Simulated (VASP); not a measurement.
A run of VASP 6.6.1 is set up as follows.

The input INCAR:

```
SYSTEM = Cu
  PREC = Accurate
  ENCUT = 520
  EDIFF = 1E-7
  ISMEAR = 1
  SIGMA = 0.1
  LREAL = .FALSE.
  LASPH = .TRUE.
  NELM = 60
  ALGO = Normal
  ISIF = 2
  LWAVE = .FALSE.
  LCHARG = .FALSE.
  GGA = PS
  NBANDS = 12
```

File KPOINTS:

```
Automatic mesh
0
G
  16 16 16
  0 0 0
```

POSCAR

```
Cu
1.0
    2.4610780000      0.0000000000      0.0000000000
   -0.9222399113      2.2817489932      0.0000000000
   -0.7694191290     -1.1408746222      2.0404176588
Cu
1
Direct
    0.0000000000      0.0000000000      0.0000000000
```

Potentials or basis: VASP PAW PBE potentials, release 64 (Cu).

Launch:

```sh
$ cat potpaw_PBE.64/Cu/POTCAR > POTCAR
$ mpirun -np 1 vasp_std > vasp.out
```

**Question.** Predict the pressure.

**Answer.** -0.8 GPa.

Caveat: the PAW data sets were made with another functional, which shifts forces and pressure a little.
